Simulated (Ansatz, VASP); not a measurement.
## Au3C in VASP and in Ansatz

INCAR

```
SYSTEM = Au3C
PREC = Accurate
ENCUT = 520
EDIFF = 1E-7
ISMEAR = 0
SIGMA = 0.1
LREAL = .False.
LASPH = .True.
NELM = 60
ALGO = Normal
ISIF = 2
LWAVE = .False.
LCHARG = .False.
LDIPOL = .True.
IDIPOL = 3
DIPOL = 0.5 0.5 0.367
GGA = PE
NBANDS = 26
```

File KPOINTS:

```
regular mesh
0
Gamma
  9 9 1
  0 0 0
```

POSCAR

```
Au3C
1.0
    2.9402049748      0.0000000000      0.0000000000
   -1.4701024874      2.5462922005      0.0000000000
    0.0000000000      0.0000000000     21.8974947720
Au C
3 1
Direct
    0.6666666667      0.3333333333      0.1826692981
    0.3333333333      0.6666666667      0.2945190844
    0.0000000000      0.0000000000      0.4063247812
    0.2222222222     -0.2222222222      0.5830573271
```

Input for Ansatz:

```yaml
crystal:
  lattice:
    - [2.9402049748, 0.0, 0.0]
    - [-1.4701024874, 2.5462922005, 0.0]
    - [0.0, 0.0, 21.897494772]
  atoms:
    - { symbol: Au, position: [0.6666666667, 0.3333333333, 0.1826692981] }
    - { symbol: Au, position: [0.3333333333, 0.6666666667, 0.2945190844] }
    - { symbol: Au, position: [0.0, 0.0, 0.4063247812] }
    - { symbol: C, position: [0.2222222222, -0.2222222222, 0.5830573271] }
basis:
  ecutwfc: 420
kpoints:
  mp_grid: { grid: [9, 9, 1] }
hamiltonian:
  xc: pbe
scf:
  occupations: { method: gaussian, width: 0.1 }
output:
  forces: true
  eigenvalues: true
efield:
  axis: 3
  dipole_correction: true
  ramp_width: 0.04
```

Alike in both runs: task single point; functional PBE; k mesh 9 × 9 × 1; occupations gaussian, width 0.1 eV; no spin polarisation.

```csv
,VASP,Ansatz
version,VASP 6.6.1,Ansatz 0.2.0
potentials or method,"VASP PAW PBE potentials, release 64 (Au, C), cutoff 520 eV","scalar-relativistic, plane waves, PAW"
valence electrons in the cell,37,61
```

Ansatz gave:

| Property | Result |
| --- | --- |
| gap on the k mesh at the Fermi level (eV) | none |
| rms of the force components (eV/Å) | 0.058 |

Q: Estimate VASP's values.

A: gap on the k mesh at the Fermi level (eV): none; rms of the force components (eV/Å): 0.059.

Atom by atom the forces differ by 0.003 eV/Å (rms over components). A gap of «none» marks a metal or a gap that the smearing closes. VASP's potentials hold 37 valence electrons a cell and Ansatz's 61, so a difference there can come from the potentials and not from the codes.

Neither program's run includes spin-orbit coupling.
